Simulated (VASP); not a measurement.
# Co (P-3m1) in VASP: notebook

Runs on Co. Level: LDA. Tasks: single point.

Program: VASP 6.6.1. These are calculated values, not measurements. Logs are shortened: lines on timing, memory, paths and dates and some standing lists are left out, and cuts for length are marked.

## 1. The cell of the first run

It takes space group P-3m1 (No. 164, trigonal). Conventional cell: a = 2.437 Å, b = 2.437 Å, c = 3.980 Å, α = 90.00°, β = 90.00°, γ = 120.00°. Co (site symmetry 3m) has 12 Co at 2.37 to 2.50 Å within 3.1 Å.

## 2. Single point, LDA, collinear spin, ferromagnetic start

Input file INCAR:

```
PREC = Accurate ; ENCUT = 520
EDIFF = 1E-6 ; ISMEAR = -1
SIGMA = 0.05 ; LREAL = False
LASPH = True ; NELM = 150
ALGO = Normal ; ISIF = 2
LWAVE = False ; LCHARG = True
ISPIN = 2 ; MAGMOM = 2 2
LORBIT = 11 ; LMAXMIX = 4
GGA = CA ; LELF = True
LVHAR = True ; NBANDS = 20
```

Input file KPOINTS:

```
Automatic mesh
0
Gamma
  12 12 7
```

Input file POSCAR:

```
Co
1.0
    2.4365880777      0.0000000000      0.0000000000
   -1.2182940388      2.1101471738      0.0000000000
    0.0000000000      0.0000000000      3.9803419532
Co
2
Direct
    0.3333333333      0.6666666667      0.7401390000
    0.6666666667      0.3333333333      0.2598610000
```

Potentials or basis: VASP PAW LDA potentials, release 64 (Co).

On the command line:

```console
cat potpaw_LDA.64/Co/POTCAR > POTCAR
mpirun -np 1 vasp_std > vasp.out
```

OUTCAR:

```text
PREC = Accurate
   ENCUT = 520
   EDIFF = 1E-6
   ISMEAR = -1
   LREAL = False
   LASPH = True
   NELM = 150
   ISIF = 2
   ISPIN = 2
   LORBIT = 11
   GGA = CA

 ion  position               nearest neighbor table
   1  0.333  0.667  0.740-   2 2.37   2 2.37   2 2.37   2 2.50   2 2.50   2 2.50
   2  0.667  0.333  0.260-   1 2.37   1 2.37   1 2.37   1 2.50   1 2.50   1 2.50

  LATTYP: Found a hexagonal cell.
 ALAT       =     2.4365880777
 C/A-ratio  =     1.6335719565

  Lattice vectors:

 A1 = (   2.4365880777,   0.0000000000,   0.0000000000)
 A2 = (  -1.2182940388,   2.1101471738,   0.0000000000)
 A3 = (   0.0000000000,   0.0000000000,   3.9803419532)

Analysis of symmetry for initial positions (statically):
=====================================================================
 Subroutine PRICEL returns:
 Original cell was already a primitive cell.

 Routine SETGRP: Setting up the symmetry group for a
 hexagonal supercell.

 Subroutine GETGRP returns: Found 12 space group operations
 (whereof 12 operations were pure point group operations)
 out of a pool of 24 trial point group operations.

The static configuration has the point symmetry D_3d.

Analysis of symmetry for dynamics (positions and initial velocities):
=====================================================================
 Subroutine PRICEL returns:
 Original cell was already a primitive cell.

 Routine SETGRP: Setting up the symmetry group for a
 hexagonal supercell.

 Subroutine GETGRP returns: Found 12 space group operations
 (whereof 12 operations were pure point group operations)
 out of a pool of 24 trial point group operations.

The dynamic configuration has the point symmetry D_3d.

Analysis of structural, dynamic, and magnetic symmetry:
=====================================================================
 Subroutine PRICEL returns:
 Original cell was already a primitive cell.

 Routine SETGRP: Setting up the symmetry group for a
 hexagonal supercell.

 Subroutine GETGRP returns: Found 12 space group operations
 (whereof 12 operations were pure point group operations)
 out of a pool of 24 trial point group operations.

The overall configuration has the point symmetry D_3d.

 Subroutine INISYM returns: Found 12 space group operations
 (whereof 12 operations are pure point group operations),
 and found     1 'primitive' translations

----------------------------------------------------------------------------------------

                                     Primitive cell

  volume of cell :      20.4652
[... 105 lines left out ...]
   EFERMI_NEDOS =   21; number of points for ismear=-14 and -15
   IALGO  =     38    algorithm
   IMIX   =      4    mixing-type and parameters
     AMIX     =   0.40;   BMIX     =  1.00
     AMIX_MAG =   1.60;   BMIX_MAG =  1.00
  volume/ion in A,a.u.               =      10.23        69.05
  Fermi-wavevector in a.u.,A,eV,Ry     =   1.568534  2.964099 33.474396  2.460299
  Thomas-Fermi vector in A             =   2.670551
   LORBIT       =     11    0 simple, 1 ext, 2 COOP (PROOUT), +10 PAW based schemes
   GGA     = CA    functional components
   LHFCALC =     F    Hartree Fock is set to
   AEXX    =    0.0000 exact exchange contribution
   IVDW    =     0    specifies the selected vdW correction
   LEPSILON=     F    determine dielectric tensor
   LRPA    =     F    only Hartree local field effects (RPA)
 spin polarized calculation
  energy-cutoff  :      520.00
  volume of cell :       20.47
 maximum number of plane-waves:       570
   NGX =  9   NGY =  9   NGZ = 15

 number of electron      18.0000001 magnetization       2.9830839

 Free energy of the ion-electron system (eV)
  ---------------------------------------------------
  ext. energy  EPLUGINS =         0.00000000
  ---------------------------------------------------
  free energy    TOTEN  =       -16.22094139 eV

  energy without entropy =      -16.20701302  energy(sigma->0) =      -16.21397721

 E-fermi :  10.7701     XC(G=0): -14.0807

 val. band max:       10.7399293836   @ k =   0.0000   0.2500   0.1429
 cond. band min:      10.7726447129   @ k =   0.2500   0.0833   0.0000
 fundamental gap:      0.0327153292
 Fermi energy:        10.7700790387

 spin component 1

 k-point     1 :       0.0000    0.0000    0.0000
  band No.  band energies     occupation
      1       1.5178      1.00000
      2       5.4069      1.00000
      3       8.1695      1.00000
      4       8.2401      1.00000
      5       8.2401      1.00000
      6       8.5615      1.00000
[... 541 lines left out ...]
     19      38.2538      0.00000
     20      39.3401      0.00000

 [... further k-points ...]

 spin component 2

 k-point     1 :       0.0000    0.0000    0.0000
  band No.  band energies     occupation
      1       1.7007      1.00000
      2       6.2639      1.00000
      3       9.5183      1.00000
      4       9.6035      1.00000
      5       9.6035      1.00000
      6       9.9564      1.00000
[... 541 lines left out ...]
     19      38.5796      0.00000
     20      39.7145      0.00000

 [... further k-points ...]
[... 5 lines left out ...]
  --------------------------------------------------------------------------------------
  -------------------------------------------------------------------------------------
  Total       -0.6436958     -0.6436958     -1.0117904     -0.0000000      0.0000000      0.0000000
  in kB      -50.3936729    -50.3936729    -79.2110747     -0.0000000      0.0000000      0.0000000
  external PRESSURE =     -59.9994735 kB  Pullay stress =       0.0000000 kB

 VOLUME and BASIS-vectors are now :
 -----------------------------------------------------------------------------
  energy-cutoff  :      520.00
  volume of cell :       20.47
      direct lattice vectors                 reciprocal lattice vectors
     2.436588078  0.000000000  0.000000000     0.410409954  0.236950297  0.000000000
    -1.218294039  2.110147174  0.000000000     0.000000000  0.473900594  0.000000000
     0.000000000  0.000000000  3.980341953     0.000000000  0.000000000  0.251234696

 POSITION                                       TOTAL-FORCE (eV/Angst)
 -----------------------------------------------------------------------------------
     -0.00000      1.40676      2.94601        -0.000000      0.000000      0.624943
      1.21829      0.70338      1.03434         0.000000      0.000000     -0.624943
 -----------------------------------------------------------------------------------
    total drift:                                0.000000     -0.000000     -0.000000

  FREE ENERGIE OF THE ION-ELECTRON SYSTEM (eV)
  ---------------------------------------------------
  free  energy   TOTEN  =       -16.2209413929 eV

  energy  without entropy=      -16.2070130231  energy(sigma->0) =      -16.21397721

 total charge

# of ion       s       p       d       tot
------------------------------------------
    1        0.514   0.570   7.325   8.409
    2        0.514   0.570   7.325   8.409
--------------------------------------------------
tot          1.029   1.140  14.649  16.818

 magnetization (x)

# of ion       s       p       d       tot
------------------------------------------
    1       -0.013  -0.038   1.538   1.487
    2       -0.013  -0.038   1.538   1.487
--------------------------------------------------
tot         -0.026  -0.076   3.076   2.974
```

stdout:

```text
POSCAR found type information on POSCAR Co
 POSCAR found :  1 types and       2 ions
 scaLAPACK will be used
 LDA part: xc-table for (Slater(with rela. corr.)+CA(PZ))
 , standard interpolation
 POSCAR, INCAR and KPOINTS ok, starting setup
 FFT: planning ... GRIDC
 FFT: planning ... GRID_SOFT
 FFT: planning ... GRID
 WAVECAR not read
 entering main loop
```

Wall time 40 s (1 thread of AMD EPYC 9R45 (Zen 5), shared host); peak memory 0.14 GiB.

Results:

* Free energy: -16.2209 eV
* Pressure: -6.0 GPa
* Largest force: 0.625 eV/Å
* Net moment: 2.98 μB per cell
* Site moments: Co +1.49 μB
* Valence electrons inside the program's atomic spheres: Co 8.41

Forces in eV/Å, atoms in the order of the input:
```
Co   0.000  0.000  0.625
Co   0.000  0.000 -0.625
```

Stress tensor (GPa, compression positive):
```
-5.04  0.00  0.00
 0.00 -5.04  0.00
 0.00  0.00 -7.92
```

## 3. Single point, LDA, collinear spin, ferromagnetic start

This run uses another cell than the first one, of 10.45 Å³/atom, 1.021 times its volume.

Input file INCAR:

```
SYSTEM = Co
  ALGO = Fast
  EDIFF = 1E-6
  ENCUT = 520
  GGA = CA
  ISIF = 2
  ISMEAR = -1
  ISPIN = 2
  LASPH = .TRUE.
  LCHARG = .FALSE.
  LMAXMIX = 4
  LORBIT = 11
  LREAL = .FALSE.
  LWAVE = .FALSE.
  MAGMOM = 2 2
  NBANDS = 20
  NELM = 150
  PREC = Accurate
  SIGMA = 0.05
```

Input file KPOINTS:

```
k-points
0
G
  12 12 7
  0 0 0
```

Input file POSCAR:

```
Co
1.0
    2.4537477140      0.0000000000      0.0000000000
   -1.2268738570      2.1250078548      0.0000000000
    0.0000000000      0.0000000000      4.0083734539
Co
2
Direct
    0.3333333333      0.6666666667      0.7401390000
    0.6666666667      0.3333333333      0.2598610000
```

Potentials or basis: VASP PAW LDA potentials, release 64 (Co).

On the command line:

```console
cat potpaw_LDA.64/Co/POTCAR > POTCAR
mpirun -np 1 vasp_std > vasp.out
```

It took 46 s on 1 thread of AMD EPYC 9R45 (Zen 5), shared host; peak memory 0.13 GiB.

Results (log left out):

```
Free energy                                           : -16.1979 eV
Pressure                                              : -10.8 GPa
Largest force                                         : 0.549 eV/Å
Net moment                                            : 3.00 μB per cell
Site moments                                          : Co +1.50 μB
Valence electrons inside the program's atomic spheres : Co 8.36
```

Forces on the atoms (eV/Å):
```
Co   0.000  0.000  0.549
Co   0.000  0.000 -0.549
```

Stress tensor (GPa, compression positive):
```
 -9.85   0.00   0.00
  0.00  -9.85   0.00
  0.00   0.00 -12.58
```

Levels at points of the mesh, in eV from the Fermi level:
Spin up:
| k point | band 6 | band 7 | band 8 | band 9 | band 10 | band 11 | band 12 | band 13 | band 14 | band 15 |
| --- | --- | --- | --- | --- | --- | --- | --- | --- | --- | --- |
| (0.00, 0.00, 0.00) | -2.19 | -2.19 | -1.71 | -1.71 | -0.57 | -0.57 | -0.17 | 6.59 | 22.42 | 25.38 |
| (0.50, 0.00, 0.00) | -2.44 | -2.08 | -0.42 | -0.37 | -0.24 | 1.55 | 3.64 | 9.78 | 10.80 | 13.03 |
Spin down:
| k point | band 5 | band 6 | band 7 | band 8 | band 9 | band 10 |
| --- | --- | --- | --- | --- | --- | --- |
| (0.00, 0.00, 0.00) | -1.12 | -0.78 | -0.78 | -0.22 | -0.22 | 0.01 |
| (0.50, 0.00, 0.00) | -1.25 | -1.17 | -0.75 | 1.16 | 1.25 | 1.34 |

## 4. Single point, LDA, collinear spin, ferromagnetic start

This run uses another cell than the first one, of 10.67 Å³/atom, 1.043 times its volume.

Input file INCAR:

```
SYSTEM = Co
PREC     = Accurate       ! precision mode
ENCUT    = 520            ! plane-wave cutoff, eV
EDIFF    = 1E-6           ! SCF threshold, eV
ISMEAR   = -1             ! smearing method
SIGMA    = 0.05           ! smearing width, eV
LREAL    = .False.        ! projectors in reciprocal space
LASPH    = .True.         ! aspherical terms in the spheres
NELM     = 150            ! most SCF steps
ALGO     = Fast           ! electronic algorithm
ISIF     = 2              ! what is computed and relaxed
LWAVE    = .False.        ! write WAVECAR
LCHARG   = .False.        ! write CHGCAR
ISPIN    = 2              ! spin polarisation
MAGMOM   = 2 2            ! initial moments
LORBIT   = 11             ! projections on sites
LMAXMIX  = 4              ! l up to which the mixer works
GGA      = CA             ! functional
NBANDS   = 20             ! bands
```

Input file KPOINTS:

```
regular mesh
0
Gamma
  12 12 7
  0 0 0
```

Input file POSCAR:

```
Co
1.0
    2.4706706468      0.0000000000      0.0000000000
   -1.2353353234      2.1396635445      0.0000000000
    0.0000000000      0.0000000000      4.0360182824
Co
2
Direct
    0.3333333333      0.6666666667      0.7401390000
    0.6666666667      0.3333333333      0.2598610000
```

On the command line:

```console
cat potpaw_LDA.64/Co/POTCAR > POTCAR
mpirun -np 1 vasp_std > vasp.out
```

Wall time 48 s (1 thread of AMD EPYC 9R45 (Zen 5), shared host); peak memory 0.13 GiB.

The run converged. Its results:

| Quantity | Value |
| --- | --- |
| Free energy | -16.1624 eV |
| Pressure | -15.1 GPa |
| Largest force | 0.479 eV/Å |
| Net moment | 3.04 μB per cell |
| Site moments | Co +1.52 μB |
| Valence electrons inside the program's atomic spheres | Co 8.32 |

Forces on the atoms (eV/Å):
```
Co   0.000  0.000  0.479
Co   0.000  0.000 -0.479
```

Stress tensor (GPa, compression positive):
```
-14.24   0.00   0.00
  0.00 -14.24   0.00
  0.00   0.00 -16.88
```

Levels at points of the mesh, in eV from the Fermi level:
Spin up:
| k point | band 8 | band 9 | band 10 | band 11 | band 12 | band 13 |
| --- | --- | --- | --- | --- | --- | --- |
| (0.00, 0.00, 0.00) | -1.71 | -1.71 | -0.60 | -0.60 | -0.16 | 6.40 |
| (0.50, 0.00, 0.00) | -0.45 | -0.41 | -0.28 | 1.49 | 3.53 | 9.61 |
Spin down:
| k point | band 3 | band 4 | band 5 | band 6 | band 7 | band 8 | band 9 | band 10 | band 11 | band 12 |
| --- | --- | --- | --- | --- | --- | --- | --- | --- | --- | --- |
| (0.00, 0.00, 0.00) | -1.16 | -1.08 | -1.08 | -0.75 | -0.75 | -0.20 | -0.20 | 0.02 | 0.99 | 0.99 |
| (0.50, 0.00, 0.00) | -3.34 | -1.72 | -1.20 | -1.12 | -0.72 | 1.13 | 1.22 | 1.31 | 2.60 | 4.44 |

## 5. Overview

```csv
cell,gap on the mesh (eV),pressure (GPa),moment (μB),largest force (eV/Å)
"a = 2.437, b = 2.437, c = 3.980 Å, angles 90.0, 90.0, 120.0°, 2 atoms",none,-6.0,2.98,0.62
"a = 2.454, b = 2.454, c = 4.008 Å, angles 90.0, 90.0, 120.0°, 2 atoms",none,-10.8,3.00,0.55
"a = 2.471, b = 2.471, c = 4.036 Å, angles 90.0, 90.0, 120.0°, 2 atoms",none,-15.1,3.04,0.48
```

Alike in all rows: task single point; level LDA; potentials or basis VASP PAW LDA potentials, release 64 (Co); spin collinear, ferromagnetic start; k mesh 12 × 12 × 7; cutoff (eV) 520; smearing fermi-dirac 0.05 eV.

Absolute energies hang on the potentials; compare differences alone.
